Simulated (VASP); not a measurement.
Input of a VASP 6.6.1 run:

POSCAR

```
PbF2
1.0
    0.0000000000      3.0143977500      2.8807545000
    3.0143977500      0.0000000000      2.8807545000
    3.0143977500      3.0143977500      0.0000000000
Pb F
1 2
Direct
    0.0000000000      0.0000000000      0.0000000000
    0.2500000000      0.2500000000      0.2500000000
    0.7500000000      0.7500000000      0.7500000000
```

INCAR.step1

```
  PREC = Accurate
  ENCUT = 520
  ISMEAR = 0
  SIGMA = 0.05
  LREAL = F
  LASPH = T
  NELM = 60
  NBANDS = 21
  GGA = PE
  ALGO = Normal
  EDIFF = 1E-4
  LWAVE = T
  LCHARG = F
```

File INCAR.step2:

```
  PREC = Accurate
  ENCUT = 520
  EDIFF = 1E-7
  ISMEAR = 0
  SIGMA = 0.05
  LREAL = F
  LASPH = T
  NELM = 60
  ALGO = Normal
  ISIF = 2
  LWAVE = F
  LCHARG = F
  METAGGA = R2SCAN
  LMIXTAU = T
  NBANDS = 21
  ISTART = 1
```

Contents of KPOINTS:

```
Automatic mesh
0
Gamma
  8 8 8
```

Potentials or basis: VASP PAW PBE potentials, release 64 (Pb_d, F).

Run with:

```sh
$ cat potpaw_PBE.64/Pb_d/POTCAR potpaw_PBE.64/F/POTCAR > POTCAR
$ cp INCAR.step1 INCAR
$ mpirun -np 1 vasp_std > vasp.out
$ cp INCAR.step2 INCAR
$ mpirun -np 1 vasp_std > vasp.out
```

**Question.** What does it give for the pressure?

**Answer.** -0.8 GPa.

**Question.** Predict the band gap on the k mesh.

**Answer.** 4.75 eV, indirect (least direct gap 5.03 eV).

Stress tensor (GPa, compression positive):
```
-1.63  0.00  0.00
 0.00 -1.63  0.00
 0.00  0.00  0.83
```

Caveat: the cell differs from its parent crystal (strain +0.015 along x and y, -0.030 along z); the PAW data sets were made with another functional, which shifts forces and pressure a little; spin-orbit coupling is left out, which moves the levels of the heavy elements. A k mesh can miss the band edges.
